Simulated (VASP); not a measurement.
Set up this calculation in VASP 6.6.1, as the native input.

```
Task                    : single point
Functional              : PBE
Potentials or basis     : VASP PAW PBE potentials, release 64 (Lu)
Cutoff                  : 520 eV
k mesh                  : 10 × 10 × 3
Occupations             : fermi-dirac, width 0.1 eV
Spin                    : no spin polarisation
Dipole correction       : no
k mesh for the DOS      : 15 × 15 × 5
Occupations for the DOS : tetrahedron
Further INCAR settings  : ALGO = Normal; EDIFF = 1e-06; NBANDS = 58
```

Lu:

```xyz
4
Lattice="2.5594 0.0000 0.0000 -1.2797 2.2165 0.0000 0.0000 0.0000 8.2027" Properties=species:S:1:pos:R:3 pbc="T T T"
Lu    0.0000    0.0000    0.0000
Lu    0.0000    0.0000    4.1014
Lu    0.0000    1.4777    2.0507
Lu    1.2797    0.7388    6.1521
```

One way to write it, as run:

POSCAR

```
Lu
1.0
    2.5594065745      0.0000000000      0.0000000000
   -1.2797032872      2.2165111121      0.0000000000
    0.0000000000      0.0000000000      8.2027352211
Lu
4
Direct
    0.0000000000      0.0000000000      0.0000000000
    0.0000000000      0.0000000000      0.5000000000
    0.3333333333      0.6666666667      0.2500000000
    0.6666666667      0.3333333333      0.7500000000
```

INCAR.step1

```
PREC     = Accurate       # precision mode
ENCUT    = 520            # plane-wave cutoff, eV
EDIFF    = 1E-6           # SCF threshold, eV
ISMEAR   = -1             # smearing method
SIGMA    = 0.1            # smearing width, eV
LREAL    = F              # projectors in reciprocal space
LASPH    = T              # aspherical terms in the spheres
NELM     = 100            # most SCF steps
ALGO     = Normal         # electronic algorithm
ISIF     = 2              # what is computed and relaxed
LWAVE    = F              # write WAVECAR
LCHARG   = T              # write CHGCAR
GGA      = PE             # functional
NBANDS   = 58             # bands
```

KPOINTS.step1

```
regular mesh
0
Gamma
  10 10 3
```

INCAR.step2

```
PREC     = Accurate       # precision mode
ENCUT    = 520            # plane-wave cutoff, eV
EDIFF    = 1E-6           # SCF threshold, eV
ISMEAR   = -5             # smearing method
SIGMA    = 0.1            # smearing width, eV
LREAL    = F              # projectors in reciprocal space
LASPH    = T              # aspherical terms in the spheres
NELM     = 100            # most SCF steps
ALGO     = Normal         # electronic algorithm
ISIF     = 2              # what is computed and relaxed
LWAVE    = F              # write WAVECAR
LCHARG   = F              # write CHGCAR
GGA      = PE             # functional
LORBIT   = 11             # projections on sites
NBANDS   = 58             # bands
NEDOS    = 2001           # points of the DOS
ICHARG   = 11             # starting density
```

KPOINTS.step2

```
regular mesh
0
Gamma
  15 15 5
```

Potentials or basis: VASP PAW PBE potentials, release 64 (Lu).

Command:

```console
$ cat potpaw_PBE.64/Lu/POTCAR > POTCAR
$ cp INCAR.step1 INCAR
$ cp KPOINTS.step1 KPOINTS
$ mpirun -np 1 vasp_std > vasp.out
$ cp INCAR.step2 INCAR
$ cp KPOINTS.step2 KPOINTS
$ mpirun -np 1 vasp_std > vasp.out
```

Run time: 2.6 min on 1 thread of Intel(R) Xeon(R) 6975P-C (Granite Rapids), on a shared host, peak memory 0.28 GiB.
